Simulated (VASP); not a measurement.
The system is Ta2PbO3.

```xyz
6
Lattice="6.6399 0.0000 0.0000 -3.3200 5.7503 0.0000 0.0000 0.0000 3.0185" Properties=species:S:1:pos:R:3 pbc="T T T"
Ta    0.0000    3.8336    0.0000
Ta    3.3200    1.9168    0.0000
Pb    0.0000    0.0000    0.0000
O     3.3200    0.0000    0.0000
O    -1.6600    2.8752    0.0000
O     1.6600    2.8752    0.0000
```

- Program: VASP 6.6.1
- Task: relaxation of cell and atoms
- Functional: PBE
- Potentials or basis: VASP PAW PBE potentials, release 64 (Ta_pv, Pb_d, O)
- Cutoff: 600 eV
- k mesh: 6 × 6 × 10
- Occupations: gaussian, width 0.1 eV
- Spin: no spin polarisation

At the start: pressure -0.3 GPa; volume 19.21 Å³/atom.

**Question.** Where does the relaxation end?

**Answer.** Over 5 steps the energy falls by 4.7 meV/atom and the volume is 18.90 Å³/atom (-1.6 %); space group P6/mmm (No. 191, to 0.05 Å).

The path:
| step | energy change (eV) | largest force (eV/Å) | pressure (GPa) | volume (Å³) |
| --- | --- | --- | --- | --- |
| 1 | 0.0000 | 0.0000 | -0.28 | 115.25 |
| 2 | -0.0221 | 0.0000 | -1.51 | 114.67 |
| 3 | -0.0231 | 0.0000 | -1.32 | 114.77 |
| 4 | -0.0231 | 0.0000 | 1.32 | 112.05 |
| 5 | -0.0285 | 0.0000 | -0.03 | 113.40 |

Final structure:
```cif
data_structure
_symmetry_space_group_name_H-M 'P 1'
_symmetry_Int_Tables_number 1
_cell_length_a 6.6596
_cell_length_b 6.6596
_cell_length_c 2.9525
_cell_angle_alpha 90.000
_cell_angle_beta 90.000
_cell_angle_gamma 120.000
_cell_volume 113.40
loop_
_atom_site_label
_atom_site_type_symbol
_atom_site_fract_x
_atom_site_fract_y
_atom_site_fract_z
_atom_site_occupancy
Ta1 Ta 0.33333 0.66667 0.00000 1
Ta2 Ta 0.66667 0.33333 0.00000 1
Pb1 Pb 0.00000 0.00000 0.00000 1
O1 O 0.50000 0.00000 0.00000 1
O2 O 0.00000 0.50000 0.00000 1
O3 O 0.50000 0.50000 0.00000 1
```
